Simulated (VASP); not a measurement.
# InP (Fm-3m) in VASP: notebook

InP is run at these levels: PBEsol; tasks: single point.

Everything below comes from runs of VASP 6.6.1. Logs are shortened: lines on timing, memory, paths and dates and some standing lists are left out, and cuts for length are marked.

### 1 The cell of the first run

The structure is cubic, space group Fm-3m (No. 225). Conventional cell: a = 5.067 Å, b = 5.067 Å, c = 5.067 Å, α = 90.00°, β = 90.00°, γ = 90.00°. In (site symmetry m-3m) has 6 P at 2.53 Å within 3.3 Å. Within 3.3 Å of P (site symmetry m-3m) lie 6 In at 2.53 Å.

### 2 Single point, PBEsol (volume scaled by 0.800)

Contents of INCAR:

```
PREC = Accurate
ENCUT = 520
EDIFF = 1E-7
ISMEAR = 0
SIGMA = 0.05
LREAL = False
LASPH = True
NELM = 100
ALGO = Normal
ISIF = 2
LWAVE = False
LCHARG = True
GGA = PS
LELF = True
LVHAR = True
NBANDS = 16
```

Contents of KPOINTS:

```
Automatic mesh
0
Gamma
  16 16 16
```

Contents of POSCAR:

```
InP
1.0
    0.0000000000      2.5336763784      2.5336763784
    2.5336763784      0.0000000000      2.5336763784
    2.5336763784      2.5336763784      0.0000000000
In P
1 1
Direct
    0.0000000000      0.0000000000      0.0000000000
    0.5000000000      0.5000000000      0.5000000000
```

Potentials or basis: VASP PAW PBE potentials, release 64 (In_d, P).

On the command line:

```bash
cat potpaw_PBE.64/In_d/POTCAR potpaw_PBE.64/P/POTCAR > POTCAR
mpirun -np 1 vasp_std > vasp.out
```

OUTCAR:

```text
PREC = Accurate
   ENCUT = 520
   EDIFF = 1E-7
   ISMEAR = 0
   LREAL = False
   LASPH = True
   NELM = 100
   ISIF = 2
   GGA = PS

 ion  position               nearest neighbor table
   1  0.000  0.000  0.000-   2 2.53   2 2.53   2 2.53   2 2.53   2 2.53   2 2.53
   2  0.500  0.500  0.500-   1 2.53   1 2.53   1 2.53   1 2.53   1 2.53   1 2.53

  LATTYP: Found a face centered cubic cell.
 ALAT       =     5.0673527568

  Lattice vectors:

 A1 = (   0.0000000000,   2.5336763784,   2.5336763784)
 A2 = (   2.5336763784,   0.0000000000,   2.5336763784)
 A3 = (   2.5336763784,   2.5336763784,   0.0000000000)

Analysis of symmetry for initial positions (statically):
=====================================================================
 Subroutine PRICEL returns:
 Original cell was already a primitive cell.

 Routine SETGRP: Setting up the symmetry group for a
 face centered cubic supercell.

 Subroutine GETGRP returns: Found 48 space group operations
 (whereof 48 operations were pure point group operations)
 out of a pool of 48 trial point group operations.

The static configuration has the point symmetry O_h .

Analysis of symmetry for dynamics (positions and initial velocities):
=====================================================================
 Subroutine PRICEL returns:
 Original cell was already a primitive cell.

 Routine SETGRP: Setting up the symmetry group for a
 face centered cubic supercell.

 Subroutine GETGRP returns: Found 48 space group operations
 (whereof 48 operations were pure point group operations)
 out of a pool of 48 trial point group operations.

The dynamic configuration has the point symmetry O_h .

 Subroutine INISYM returns: Found 48 space group operations
 (whereof 48 operations are pure point group operations),
 and found     1 'primitive' translations

----------------------------------------------------------------------------------------

                                     Primitive cell

  volume of cell :      32.5300

  direct lattice vectors                    reciprocal lattice vectors
     0.000000000  2.533676378  2.533676378    -0.197341699  0.197341699  0.197341699
     2.533676378  0.000000000  2.533676378     0.197341699 -0.197341699  0.197341699
     2.533676378  2.533676378  0.000000000     0.197341699  0.197341699 -0.197341699

  length of vectors
     3.583159497  3.583159497  3.583159497     0.341805848  0.341805848  0.341805848

  position of ions in fractional coordinates (direct lattice)
     0.000000000  0.000000000  0.000000000
     0.500000000  0.500000000  0.500000000

  ion indices of the primitive-cell ions
   primitive index   ion index
                 1           1
                 2           2

----------------------------------------------------------------------------------------

 KPOINTS: Automatic mesh

Automatic generation of k-mesh.
 Grid dimensions read from file:
 generate k-points for:   16   16   16

 Generating k-lattice:

  Cartesian coordinates                     Fractional coordinates (reciprocal lattice)
    -0.012333856  0.012333856  0.012333856     0.062500000  0.000000000  0.000000000
     0.012333856 -0.012333856  0.012333856     0.000000000  0.062500000  0.000000000
     0.012333856  0.012333856 -0.012333856     0.000000000  0.000000000  0.062500000

  Length of vectors
     0.021362866  0.021362866  0.021362866

  Shift w.r.t. Gamma in fractional coordinates (k-lattice)
     0.000000000  0.000000000  0.000000000

 Subroutine IBZKPT returns following result:
 ===========================================

 Found    145 irreducible k-points:

 Following reciprocal coordinates:
            Coordinates               Weight
  0.000000  0.000000  0.000000      1.000000
  0.062500  0.000000  0.000000      8.000000
  0.125000  0.000000  0.000000      8.000000
  0.187500  0.000000  0.000000      8.000000
  0.250000  0.000000  0.000000      8.000000
  0.312500  0.000000  0.000000      8.000000
[... 16 lines left out ...]
 -0.125000  0.062500  0.000000     24.000000
 -0.062500  0.062500  0.000000     12.000000
 [... further k-points ...]
   k-points           NKPTS =    145   k-points in BZ     NKDIM =    145   number of bands    NBANDS=     16
   number of dos      NEDOS =    301   number of ions     NIONS =      2
   total plane-waves  NPLWV =  21952
   dimension x,y,z NGX =    28 NGY =   28 NGZ =   28
   dimension x,y,z NGXF=    56 NGYF=   56 NGZF=   56
   ions per type =               1   1
   NGX,Y,Z   is equivalent  to a cutoff of  12.99, 12.99, 12.99 a.u.
   NGXF,Y,Z  is equivalent  to a cutoff of  25.98, 25.98, 25.98 a.u.
 SYSTEM =  unknown system
   PREC   = accura    normal or accurate (medium, high low for compatibility)
   ISTART =      0    job   : 0-new  1-cont  2-samecut
   ICHARG =      2    charge: 1-file 2-atom 10-const
   ISPIN  =      1    spin polarized calculation?
   LNONCOLLINEAR =      F non collinear calculations
   LSORBIT =      F    spin-orbit coupling
   LASPH  =      T    aspherical Exc in radial PAW
   ENCUT  =  520.0 eV  38.22 Ry    6.18 a.u.   6.66  6.66  6.66*2*pi/ulx,y,z
   NELM   =    100;   NELMIN=  2; NELMDL= -5     # of ELM steps
   EDIFF  = 0.1E-06   stopping-criterion for ELM
   LREAL  =      F    real-space projection
   EDIFFG = 0.1E-05   stopping-criterion for IOM
   NSW    =      0    number of steps for IOM
   IBRION =     -1    ionic relax: 0-MD 1-quasi-New 2-CG
   NFREE  =      0    steps in history (QN), initial steepest desc. (CG)
   ISIF   =      2    stress and relaxation
   ISYM   =      2    0-nonsym 1-usesym 2-fastsym
   POTIM  = 0.5000    time-step for ionic-motion
   TEBEG  =    0.0;   TEEND  =   0.0 temperature during run
   PSTRESS=    0.0 pullay stress
   NELECT =      18.0000    total number of electrons
   NUPDOWN=      -1.0000    fix difference up-down
   EMIN   =  10.00;   EMAX   =-10.00  energy-range for DOS
   EFERMI =   0.00;   METHOD = LEGACY
   ISMEAR =     0;   SIGMA  =   0.05  broadening in eV -4-tet -1-fermi 0-gaus
   EFERMI_NEDOS =   21; number of points for ismear=-14 and -15
   IALGO  =     38    algorithm
   IMIX   =      4    mixing-type and parameters
     AMIX     =   0.40;   BMIX     =  1.00
     AMIX_MAG =   1.60;   BMIX_MAG =  1.00
  volume/ion in A,a.u.               =      16.26       109.76
  Fermi-wavevector in a.u.,A,eV,Ry     =   1.344016  2.539822 24.577288  1.806380
  Thomas-Fermi vector in A             =   2.472044
   LORBIT       =      0    0 simple, 1 ext, 2 COOP (PROOUT), +10 PAW based schemes
   GGA     = PS    functional components
   LHFCALC =     F    Hartree Fock is set to
   AEXX    =    0.0000 exact exchange contribution
   IVDW    =     0    specifies the selected vdW correction
   LEPSILON=     F    determine dielectric tensor
   LRPA    =     F    only Hartree local field effects (RPA)
 non-spin polarized calculation
 Gauss-broadening in eV      SIGMA  =   0.05
  energy-cutoff  :      520.00
  volume of cell :       32.53
 maximum number of plane-waves:       899
   NGX = 13   NGY = 13   NGZ = 13

 number of electron      17.9999993 magnetization

 Free energy of the ion-electron system (eV)
  ---------------------------------------------------
  ext. energy  EPLUGINS =         0.00000000
  ---------------------------------------------------
  free energy    TOTEN  =        -8.13149180 eV

  energy without entropy =       -8.13023762  energy(sigma->0) =       -8.13086471

 E-fermi :  10.7199     XC(G=0): -11.8244

 val. band max:       10.7013745841   @ k =   0.3750   0.1250   0.0625
 cond. band min:      10.7297417412   @ k =  -0.1875   0.0625   0.0000
 fundamental gap:      0.0283671570
 Fermi energy:        10.7198540846

 k-point     1 :       0.0000    0.0000    0.0000
  band No.  band energies     occupation
      1      -4.0171      2.00000
      2      -4.0171      2.00000
      3      -3.9768      2.00000
      4      -3.9768      2.00000
      5      -3.9768      2.00000
      6      -3.6900      2.00000
[... 8 lines left out ...]
     15      20.8030      0.00000
     16      20.8030      0.00000

 k-point     2 :       0.0625    0.0000    0.0000
  band No.  band energies     occupation
      1      -4.0216      2.00000
      2      -4.0216      2.00000
      3      -3.9784      2.00000
      4      -3.9709      2.00000
      5      -3.9709      2.00000
      6      -3.6249      2.00000
[... 8 lines left out ...]
     15      19.8598      0.00000
     16      20.0876      0.00000

 k-point     3 :       0.1250    0.0000    0.0000
  band No.  band energies     occupation
      1      -4.0374      2.00000
      2      -4.0374      2.00000
      3      -3.9859      2.00000
      4      -3.9512      2.00000
      5      -3.9512      2.00000
      6      -3.4278      2.00000
[... 8 lines left out ...]
     15      19.1046      0.00000
     16      20.1093      0.00000

 k-point     4 :       0.1875    0.0000    0.0000
  band No.  band energies     occupation
      1      -4.0633      2.00000
      2      -4.0633      2.00000
      3      -3.9995      2.00000
      4      -3.9190      2.00000
      5      -3.9190      2.00000
      6      -3.1005      2.00000
[... 8 lines left out ...]
     15      19.2048      0.00000
     16      19.8932      0.00000
[... 324 lines left out ...]
 k-point    22 :      -0.1875    0.0625    0.0000
  band No.  band energies     occupation
      1      -4.0854      2.00000
      2      -4.0749      2.00000
      3      -4.0005      2.00000
      4      -3.9163      2.00000
      5      -3.9019      2.00000
      6      -2.8896      2.00000
[... 8 lines left out ...]
     15      20.3328      0.00000
     16      20.4840      0.00000

 k-point    23 :      -0.1250    0.0625    0.0000
  band No.  band energies     occupation
      1      -4.0576      2.00000
      2      -4.0454      2.00000
      3      -3.9882      2.00000
      4      -3.9466      2.00000
      5      -3.9354      2.00000
      6      -3.2638      2.00000
[... 8 lines left out ...]
     15      19.9331      0.00000
     16      20.6487      0.00000

 k-point    24 :      -0.0625    0.0625    0.0000
  band No.  band energies     occupation
      1      -4.0360      2.00000
      2      -4.0259      2.00000
      3      -3.9815      2.00000
      4      -3.9649      2.00000
      5      -3.9583      2.00000
      6      -3.5117      2.00000
[... 8 lines left out ...]
     15      19.8678      0.00000
     16      20.5400      0.00000

 [... further k-points ...]

------------------------ aborting loop because EDIFF is reached ----------------------------------------

  FORCE on cell =-STRESS in cart. coord.  units (eV):
  Direction    XX          YY          ZZ          XY          YZ          ZX
  --------------------------------------------------------------------------------------
  -------------------------------------------------------------------------------------
  Total        6.4856114      6.4856114      6.4856114      0.0000000      0.0000000     -0.0000000
  in kB      319.4317500    319.4317500    319.4317500      0.0000000      0.0000000     -0.0000000
  external PRESSURE =     319.4317500 kB  Pullay stress =       0.0000000 kB

 VOLUME and BASIS-vectors are now :
 -----------------------------------------------------------------------------
  energy-cutoff  :      520.00
  volume of cell :       32.53
      direct lattice vectors                 reciprocal lattice vectors
     0.000000000  2.533676378  2.533676378    -0.197341699  0.197341699  0.197341699
     2.533676378  0.000000000  2.533676378     0.197341699 -0.197341699  0.197341699
     2.533676378  2.533676378  0.000000000     0.197341699  0.197341699 -0.197341699

 POSITION                                       TOTAL-FORCE (eV/Angst)
 -----------------------------------------------------------------------------------
      0.00000      0.00000      0.00000        -0.000000     -0.000000     -0.000000
      2.53368      2.53368      2.53368         0.000000      0.000000      0.000000
 -----------------------------------------------------------------------------------
    total drift:                               -0.000000      0.000000      0.000000

  FREE ENERGIE OF THE ION-ELECTRON SYSTEM (eV)
  ---------------------------------------------------
  free  energy   TOTEN  =        -8.1314918037 eV

  energy  without entropy=       -8.1302376181  energy(sigma->0) =       -8.13086471
```

Wall time 65 s (1 thread of Intel Xeon Platinum 8559C (Emerald Rapids), shared host); peak memory 0.2 GiB.

What came out:

| Property | Result |
| --- | --- |
| Free energy | -8.1315 eV |
| Pressure | 31.9 GPa |
| Band gap on the k mesh | zero (band 9 reaches 11.14 eV, above the bottom of band 10 at 8.45 eV) |

Caveat: the PAW data sets were made with another functional, which shifts forces and pressure a little; spin-orbit coupling is left out, which moves the levels of the heavy elements.

(Part 1 of 2 ends here.)
